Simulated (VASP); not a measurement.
## PbF2: single point with r2SCAN

The system is PbF2.

```
CELL_PARAMETERS angstrom
0.00000 2.92530 3.01440
2.92530 0.00000 3.01440
2.92530 2.92530 0.00000
ATOMIC_POSITIONS crystal
Pb 0.00000 0.00000 0.00000
F 0.25000 0.25000 0.25000
F 0.75000 0.75000 0.75000
```

This cell differs from its parent crystal: strain -0.015 along x and y, +0.015 along z.

```
Program             : VASP 6.6.1
Task                : single point
Functional          : r2SCAN
Potentials or basis : VASP PAW PBE potentials, release 64 (Pb_d, F)
Cutoff              : 520 eV
k mesh              : 8 × 8 × 8
Occupations         : gaussian, width 0.05 eV
Spin                : no spin polarisation
```

The pressure is 0.4 GPa and the band gap on the k mesh is 4.86 eV, indirect (least direct gap 5.03 eV).

Stress tensor (GPa, compression positive):
```
 0.90  0.00  0.00
 0.00  0.90  0.00
 0.00  0.00 -0.71
```

Levels at points of the mesh, in eV from the valence-band top:
| k point | band 10 | band 11 | band 12 | band 13 | band 14 | band 15 | band 16 | band 17 | band 18 | band 19 |
| --- | --- | --- | --- | --- | --- | --- | --- | --- | --- | --- |
| (0.00, 0.00, 0.00) | -2.76 | -2.70 | -2.36 | -2.16 | -2.16 | 7.23 | 7.23 | 7.38 | 10.68 | 15.60 |
| (0.50, 0.00, 0.00) | -2.96 | -2.88 | -2.42 | -2.39 | -0.10 | 5.33 | 8.21 | 8.26 | 13.44 | 14.20 |
| (0.50, 0.50, 0.00) | -3.77 | -1.89 | -1.77 | -1.77 | -0.07 | 4.97 | 8.47 | 8.47 | 9.02 | 14.85 |
| (0.50, 0.00, 0.50) | -3.80 | -1.89 | -1.76 | -1.75 | -0.23 | 4.86 | 8.31 | 8.56 | 9.03 | 15.15 |

Wall time 3 min on 1 thread of Intel(R) Xeon(R) Platinum 8259CL CPU @ 2.50GHz (Skylake/Cascade Lake) (shared host), peak memory 0.22 GiB.

Caveat: the cell differs from its parent crystal (strain -0.015 along x and y, +0.015 along z); the PAW data sets were made with another functional, which shifts forces and pressure a little; spin-orbit coupling is left out, which moves the levels of the heavy elements. A k mesh can miss the band edges.
